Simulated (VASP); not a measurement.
# GaSb in VASP: further runs

Aim: see how the results for GaSb move with the level of theory and the settings. Levels: r2SCAN, PBE. Tasks: single point.

All numbers are computed with VASP 6.6.1; they aren't measurements. Logs are shortened: lines on timing, memory, paths and dates and some standing lists are left out, and cuts for length are marked.

### 1 The cell of the first run

It takes space group F-43m (No. 216, cubic). Conventional cell: a = 6.101 Å, b = 6.101 Å, c = 6.101 Å, α = 90.00°, β = 90.00°, γ = 90.00°. Within 3.5 Å of Ga (site symmetry -43m) lie 4 Sb at 2.64 Å. Sb (site symmetry -43m) has 4 Ga at 2.64 Å within 3.5 Å.

### 2 Single point, r2SCAN (strain -0.5%)

POSCAR reads:

```
GaSb
1.0
    0.0000000000      3.0505494054      3.0505494054
    3.0505494054      0.0000000000      3.0505494054
    3.0505494054      3.0505494054      0.0000000000
Ga Sb
1 1
Direct
    0.0000000000      0.0000000000      0.0000000000
    0.2500000000      0.2500000000      0.2500000000
```

INCAR.step1 reads:

```
PREC = Accurate
ENCUT = 520
ISMEAR = -1
SIGMA = 0.02
LREAL = F
LASPH = T
NELM = 60
NBANDS = 16
GGA = PE
ALGO = Normal
EDIFF = 1E-4
LWAVE = T
LCHARG = F
```

INCAR.step2 reads:

```
PREC = Accurate
ENCUT = 520
EDIFF = 1E-6
ISMEAR = -1
SIGMA = 0.02
LREAL = F
LASPH = T
NELM = 60
ALGO = Normal
ISIF = 2
LWAVE = F
LCHARG = T
METAGGA = R2SCAN
LMIXTAU = T
LELF = T
LVHAR = T
NBANDS = 16
ISTART = 1
```

KPOINTS reads:

```
regular mesh
0
Gamma
  8 8 8
```

Potentials or basis: VASP PAW PBE potentials, release 64 (Ga_d, Sb).

Command:

```
> cat potpaw_PBE.64/Ga_d/POTCAR potpaw_PBE.64/Sb/POTCAR > POTCAR
> cp INCAR.step1 INCAR
> mpirun -np 1 vasp_std > vasp.out
> cp INCAR.step2 INCAR
> mpirun -np 1 vasp_std > vasp.out
```

OUTCAR:

```text
PREC = Accurate
   ENCUT = 520
   EDIFF = 1E-6
   ISMEAR = -1
   LREAL = F
   LASPH = T
   NELM = 60
   ISIF = 2
   METAGGA = R2SCAN
   ISTART = 1

 ion  position               nearest neighbor table
   1  0.000  0.000  0.000-   2 2.64   2 2.64   2 2.64   2 2.64
   2  0.250  0.250  0.250-   1 2.64   1 2.64   1 2.64   1 2.64

  LATTYP: Found a face centered cubic cell.
 ALAT       =     6.1010988108

  Lattice vectors:

 A1 = (   0.0000000000,   3.0505494054,   3.0505494054)
 A2 = (   3.0505494054,   0.0000000000,   3.0505494054)
 A3 = (   3.0505494054,   3.0505494054,   0.0000000000)

Analysis of symmetry for initial positions (statically):
=====================================================================
 Subroutine PRICEL returns:
 Original cell was already a primitive cell.

 Routine SETGRP: Setting up the symmetry group for a
 face centered cubic supercell.

 Subroutine GETGRP returns: Found 24 space group operations
 (whereof 24 operations were pure point group operations)
 out of a pool of 48 trial point group operations.

The static configuration has the point symmetry T_d .

Analysis of symmetry for dynamics (positions and initial velocities):
=====================================================================
 Subroutine PRICEL returns:
 Original cell was already a primitive cell.

 Routine SETGRP: Setting up the symmetry group for a
 face centered cubic supercell.

 Subroutine GETGRP returns: Found 24 space group operations
 (whereof 24 operations were pure point group operations)
 out of a pool of 48 trial point group operations.

The dynamic configuration has the point symmetry T_d .

 Subroutine INISYM returns: Found 24 space group operations
 (whereof 24 operations are pure point group operations),
 and found     1 'primitive' translations

----------------------------------------------------------------------------------------

                                     Primitive cell

  volume of cell :      56.7759

  direct lattice vectors                    reciprocal lattice vectors
     0.000000000  3.050549405  3.050549405    -0.163904902  0.163904902  0.163904902
     3.050549405  0.000000000  3.050549405     0.163904902 -0.163904902  0.163904902
     3.050549405  3.050549405  0.000000000     0.163904902  0.163904902 -0.163904902

  length of vectors
     4.314128342  4.314128342  4.314128342     0.283891617  0.283891617  0.283891617

  position of ions in fractional coordinates (direct lattice)
     0.000000000  0.000000000  0.000000000
     0.250000000  0.250000000  0.250000000

  ion indices of the primitive-cell ions
   primitive index   ion index
                 1           1
                 2           2

----------------------------------------------------------------------------------------

 KPOINTS: regular mesh

Automatic generation of k-mesh.
 Grid dimensions read from file:
 generate k-points for:    8    8    8

 Generating k-lattice:

  Cartesian coordinates                     Fractional coordinates (reciprocal lattice)
    -0.020488113  0.020488113  0.020488113     0.125000000  0.000000000  0.000000000
     0.020488113 -0.020488113  0.020488113     0.000000000  0.125000000  0.000000000
     0.020488113  0.020488113 -0.020488113     0.000000000  0.000000000  0.125000000

  Length of vectors
     0.035486452  0.035486452  0.035486452

  Shift w.r.t. Gamma in fractional coordinates (k-lattice)
     0.000000000  0.000000000  0.000000000

 Subroutine IBZKPT returns following result:
 ===========================================

 Found     29 irreducible k-points:

 Following reciprocal coordinates:
            Coordinates               Weight
  0.000000  0.000000  0.000000      1.000000
  0.125000  0.000000  0.000000      8.000000
  0.250000  0.000000  0.000000      8.000000
  0.375000  0.000000  0.000000      8.000000
  0.500000  0.000000  0.000000      4.000000
  0.125000  0.125000  0.000000      6.000000
[... 16 lines left out ...]
  0.500000  0.250000  0.125000     48.000000
 -0.375000  0.250000  0.125000     24.000000
 [... further k-points ...]
   k-points           NKPTS =     29   k-points in BZ     NKDIM =     29   number of bands    NBANDS=     16
   number of dos      NEDOS =    301   number of ions     NIONS =      2
   total plane-waves  NPLWV =  32768
   dimension x,y,z NGX =    32 NGY =   32 NGZ =   32
   dimension x,y,z NGXF=    64 NGYF=   64 NGZF=   64
   ions per type =               1   1
   NGX,Y,Z   is equivalent  to a cutoff of  12.33, 12.33, 12.33 a.u.
   NGXF,Y,Z  is equivalent  to a cutoff of  24.66, 24.66, 24.66 a.u.
 SYSTEM =  unknown system
   PREC   = accura    normal or accurate (medium, high low for compatibility)
   ISTART =      1    job   : 0-new  1-cont  2-samecut
   ICHARG =      0    charge: 1-file 2-atom 10-const
   ISPIN  =      1    spin polarized calculation?
   LNONCOLLINEAR =      F non collinear calculations
   LSORBIT =      F    spin-orbit coupling
   LASPH  =      T    aspherical Exc in radial PAW
   ENCUT  =  520.0 eV  38.22 Ry    6.18 a.u.   8.02  8.02  8.02*2*pi/ulx,y,z
   NELM   =     60;   NELMIN=  2; NELMDL=  0     # of ELM steps
   EDIFF  = 0.1E-05   stopping-criterion for ELM
   LREAL  =      F    real-space projection
   EDIFFG = 0.1E-04   stopping-criterion for IOM
   NSW    =      0    number of steps for IOM
   IBRION =     -1    ionic relax: 0-MD 1-quasi-New 2-CG
   NFREE  =      0    steps in history (QN), initial steepest desc. (CG)
   ISIF   =      2    stress and relaxation
   ISYM   =      2    0-nonsym 1-usesym 2-fastsym
   POTIM  = 0.5000    time-step for ionic-motion
   TEBEG  =    0.0;   TEEND  =   0.0 temperature during run
   PSTRESS=    0.0 pullay stress
   NELECT =      18.0000    total number of electrons
   NUPDOWN=      -1.0000    fix difference up-down
   EMIN   =  10.00;   EMAX   =-10.00  energy-range for DOS
   EFERMI =   0.00;   METHOD = LEGACY
   ISMEAR =    -1;   SIGMA  =   0.02  broadening in eV -4-tet -1-fermi 0-gaus
   EFERMI_NEDOS =   21; number of points for ismear=-14 and -15
   IALGO  =     38    algorithm
   IMIX   =      4    mixing-type and parameters
     AMIX     =   0.40;   BMIX     =  1.00
     AMIX_MAG =   1.60;   BMIX_MAG =  1.00
  volume/ion in A,a.u.               =      28.39       191.57
  Fermi-wavevector in a.u.,A,eV,Ry     =   1.116291  2.109485 16.954310  1.246107
  Thomas-Fermi vector in A             =   2.252904
   LORBIT       =      0    0 simple, 1 ext, 2 COOP (PROOUT), +10 PAW based schemes
   METAGGA = R2SCAN    functional components
   LHFCALC =     F    Hartree Fock is set to
   AEXX    =    0.0000 exact exchange contribution
   IVDW    =     0    specifies the selected vdW correction
   LEPSILON=     F    determine dielectric tensor
   LRPA    =     F    only Hartree local field effects (RPA)
 non-spin polarized calculation
  energy-cutoff  :      520.00
  volume of cell :       56.78
 maximum number of plane-waves:      1543
   NGX = 17   NGY = 17   NGZ = 17

 number of electron      17.9999984 magnetization

 Free energy of the ion-electron system (eV)
  ---------------------------------------------------
  ext. energy  EPLUGINS =         0.00000000
  ---------------------------------------------------
  free energy    TOTEN  =       -37.59791959 eV

  energy without entropy =      -37.59791958  energy(sigma->0) =      -37.59791958

 E-fermi :   5.0394     XC(G=0):  -9.7597

 val. band max:        4.7721691354   @ k =   0.0000   0.0000   0.0000
 cond. band min:       5.2847207990   @ k =   0.0000   0.0000   0.0000
 fundamental gap:      0.5125516637
 Fermi energy:         5.0394143042

 k-point     1 :       0.0000    0.0000    0.0000
  band No.  band energies     occupation
      1     -10.7422      2.00000
      2     -10.7422      2.00000
      3     -10.7422      2.00000
      4     -10.6839      2.00000
      5     -10.6839      2.00000
      6      -7.2201      2.00000
[... 8 lines left out ...]
     15      13.8057      0.00000
     16      13.8057      0.00000

 k-point     2 :       0.1250    0.0000    0.0000
  band No.  band energies     occupation
      1     -10.7470      2.00000
      2     -10.7402      2.00000
      3     -10.7402      2.00000
      4     -10.6841      2.00000
      5     -10.6841      2.00000
      6      -7.0494      2.00000
[... 8 lines left out ...]
     15      13.0201      0.00000
     16      13.0201      0.00000

 k-point     3 :       0.2500    0.0000    0.0000
  band No.  band energies     occupation
      1     -10.7581      2.00000
      2     -10.7356      2.00000
      3     -10.7356      2.00000
      4     -10.6843      2.00000
      5     -10.6843      2.00000
      6      -6.5627      2.00000
[... 8 lines left out ...]
     15      12.8068      0.00000
     16      12.8068      0.00000

 k-point     4 :       0.3750    0.0000    0.0000
  band No.  band energies     occupation
      1     -10.7689      2.00000
      2     -10.7315      2.00000
      3     -10.7315      2.00000
      4     -10.6840      2.00000
      5     -10.6840      2.00000
      6      -5.8848      2.00000
[... 8 lines left out ...]
     15      13.8288      0.00000
     16      13.8289      0.00000
[... 324 lines left out ...]
 k-point    22 :       0.3750    0.2500    0.1250
  band No.  band energies     occupation
      1     -10.7690      2.00000
      2     -10.7302      2.00000
      3     -10.7286      2.00000
      4     -10.6883      2.00000
      5     -10.6823      2.00000
      6      -6.1374      2.00000
[... 8 lines left out ...]
     15      14.4801      0.00000
     16      14.6543      0.00000

 k-point    23 :       0.5000    0.2500    0.1250
  band No.  band energies     occupation
      1     -10.7763      2.00000
      2     -10.7273      2.00000
      3     -10.7247      2.00000
      4     -10.6882      2.00000
      5     -10.6829      2.00000
      6      -5.4861      2.00000
[... 8 lines left out ...]
     15      14.1074      0.00000
     16      15.5941      0.00000

 k-point    24 :      -0.3750    0.2500    0.1250
  band No.  band energies     occupation
      1     -10.7790      2.00000
      2     -10.7264      2.00000
      3     -10.7232      2.00000
      4     -10.6874      2.00000
      5     -10.6837      2.00000
      6      -5.0950      2.00000
[... 8 lines left out ...]
     15      15.0373      0.00000
     16      15.6062      0.00000

 [... further k-points ...]

------------------------ aborting loop because EDIFF is reached ----------------------------------------

  FORCE on cell =-STRESS in cart. coord.  units (eV):
  Direction    XX          YY          ZZ          XY          YZ          ZX
  --------------------------------------------------------------------------------------
  -------------------------------------------------------------------------------------
  Total        0.3288058      0.3288058      0.3288058     -0.0000000      0.0000000     -0.0000000
  in kB        9.2786731      9.2786731      9.2786731     -0.0000000      0.0000000     -0.0000000
  external PRESSURE =       9.2786731 kB  Pullay stress =       0.0000000 kB

 VOLUME and BASIS-vectors are now :
 -----------------------------------------------------------------------------
  energy-cutoff  :      520.00
  volume of cell :       56.78
      direct lattice vectors                 reciprocal lattice vectors
     0.000000000  3.050549405  3.050549405    -0.163904902  0.163904902  0.163904902
     3.050549405  0.000000000  3.050549405     0.163904902 -0.163904902  0.163904902
     3.050549405  3.050549405  0.000000000     0.163904902  0.163904902 -0.163904902

 POSITION                                       TOTAL-FORCE (eV/Angst)
 -----------------------------------------------------------------------------------
      0.00000      0.00000      0.00000         0.000000     -0.000000      0.000000
      1.52527      1.52527      1.52527        -0.000000      0.000000     -0.000000
 -----------------------------------------------------------------------------------
    total drift:                               -0.000002     -0.000002     -0.000002

  FREE ENERGIE OF THE ION-ELECTRON SYSTEM (eV)
  ---------------------------------------------------
  free  energy   TOTEN  =       -37.5979195900 eV

  energy  without entropy=      -37.5979195798  energy(sigma->0) =      -37.59791958
```

Wall time 61 s (1 thread of Intel Xeon 6975P-C (Granite Rapids), shared host); peak memory 0.2 GiB.

Results:

```
Free energy            : -37.5979 eV
Pressure               : 0.9 GPa
Band gap on the k mesh : 0.51 eV
```

Caveat: the cell differs from its parent crystal (strain -0.5%); the PAW data sets were made with another functional, which shifts forces and pressure a little; spin-orbit coupling is left out, which moves the levels of the heavy elements.

### 3 Single point, r2SCAN

This run uses another cell than the first one, of 28.82 Å³/atom.

POSCAR reads:

```
GaSb
1.0
    0.0000000000      3.0658787994      3.0658787994
    3.0658787994      0.0000000000      3.0658787994
    3.0658787994      3.0658787994      0.0000000000
Ga Sb
1 1
Direct
    0.0000000000      0.0000000000      0.0000000000
    0.2500000000      0.2500000000      0.2500000000
```

INCAR.step1 reads:

```
SYSTEM = GaSb
PREC = Accurate ; ENCUT = 520
ISMEAR = -1 ; SIGMA = 0.02
LREAL = .False. ; LASPH = .True.
NELM = 100 ; NBANDS = 16
GGA = PE ; ALGO = Normal
EDIFF = 1E-4 ; LWAVE = .True.
LCHARG = .False.
```

INCAR.step2 reads:

```
SYSTEM = GaSb
PREC = Accurate ; ENCUT = 520
EDIFF = 1E-7 ; ISMEAR = -1
SIGMA = 0.02 ; LREAL = .False.
LASPH = .True. ; NELM = 100
ALGO = Normal ; ISIF = 2
LWAVE = .False. ; LCHARG = .False.
METAGGA = R2SCAN ; LMIXTAU = .True.
NBANDS = 16 ; ISTART = 1
```

KPOINTS reads:

```
Automatic mesh
0
Gamma
  8 8 8
  0 0 0
```

Potentials or basis: VASP PAW PBE potentials, release 64 (Ga_d, Sb).

Command:

```
> cat potpaw_PBE.64/Ga_d/POTCAR potpaw_PBE.64/Sb/POTCAR > POTCAR
> cp INCAR.step1 INCAR
> mpirun -np 1 vasp_std > vasp.out
> cp INCAR.step2 INCAR
> mpirun -np 1 vasp_std > vasp.out
```

OUTCAR:

```text
SYSTEM = GaSb
   PREC = Accurate
   ENCUT = 520
   EDIFF = 1E-7
   ISMEAR = -1
   LREAL = .False.
   LASPH = .True.
   NELM = 100
   ISIF = 2
   METAGGA = R2SCAN
   ISTART = 1

 ion  position               nearest neighbor table
   1  0.000  0.000  0.000-   2 2.66   2 2.66   2 2.66   2 2.66
   2  0.250  0.250  0.250-   1 2.66   1 2.66   1 2.66   1 2.66

  LATTYP: Found a face centered cubic cell.
 ALAT       =     6.1317575988

  Lattice vectors:

[... 641 lines left out ...]

------------------------ aborting loop because EDIFF is reached ----------------------------------------

  FORCE on cell =-STRESS in cart. coord.  units (eV):
  Direction    XX          YY          ZZ          XY          YZ          ZX
  --------------------------------------------------------------------------------------
  -------------------------------------------------------------------------------------
  Total        0.0359791      0.0359791      0.0359791      0.0000000      0.0000000     -0.0000000
  in kB        1.0001520      1.0001520      1.0001520      0.0000000      0.0000000     -0.0000000
  external PRESSURE =       1.0001520 kB  Pullay stress =       0.0000000 kB

 VOLUME and BASIS-vectors are now :
 -----------------------------------------------------------------------------
  energy-cutoff  :      520.00
  volume of cell :       57.64
      direct lattice vectors                 reciprocal lattice vectors
     0.000000000  3.065878799  3.065878799    -0.163085377  0.163085377  0.163085377
     3.065878799  0.000000000  3.065878799     0.163085377 -0.163085377  0.163085377
     3.065878799  3.065878799  0.000000000     0.163085377  0.163085377 -0.163085377

 POSITION                                       TOTAL-FORCE (eV/Angst)
 -----------------------------------------------------------------------------------
      0.00000      0.00000      0.00000        -0.000000     -0.000000     -0.000000
      1.53294      1.53294      1.53294         0.000000      0.000000      0.000000
 -----------------------------------------------------------------------------------
    total drift:                               -0.000002     -0.000002     -0.000002

  FREE ENERGIE OF THE ION-ELECTRON SYSTEM (eV)
  ---------------------------------------------------
  free  energy   TOTEN  =       -37.6005988470 eV

  energy  without entropy=      -37.6005987063  energy(sigma->0) =      -37.60059878
```

Run time: 76 s. Hardware: 1 thread of Intel Xeon 6975P-C (Granite Rapids), shared host; peak memory 0.2 GiB.

Results:

| Quantity | Value |
| --- | --- |
| Free energy | -37.6006 eV |
| Pressure | 0.1 GPa |
| Band gap on the k mesh | 0.40 eV |

Levels at points of the mesh, in eV from the valence-band top:
| k point | band 5 | band 6 | band 7 | band 8 | band 9 | band 10 | band 11 | band 12 | band 13 | band 14 |
| --- | --- | --- | --- | --- | --- | --- | --- | --- | --- | --- |
| (0.00, 0.00, 0.00) | -15.43 | -11.88 | 0.00 | 0.00 | 0.00 | 0.40 | 2.98 | 2.98 | 2.98 | 6.34 |
| (0.50, 0.00, 0.00) | -15.43 | -10.18 | -6.55 | -1.20 | -1.20 | 0.67 | 4.01 | 4.01 | 6.93 | 9.94 |
| (0.50, 0.50, 0.00) | -15.43 | -9.30 | -7.02 | -2.67 | -2.67 | 1.13 | 1.49 | 9.22 | 9.22 | 10.73 |

Caveat: the PAW data sets were made with another functional, which shifts forces and pressure a little; spin-orbit coupling is left out, which moves the levels of the heavy elements.

(Continued in part 2 of 2.)
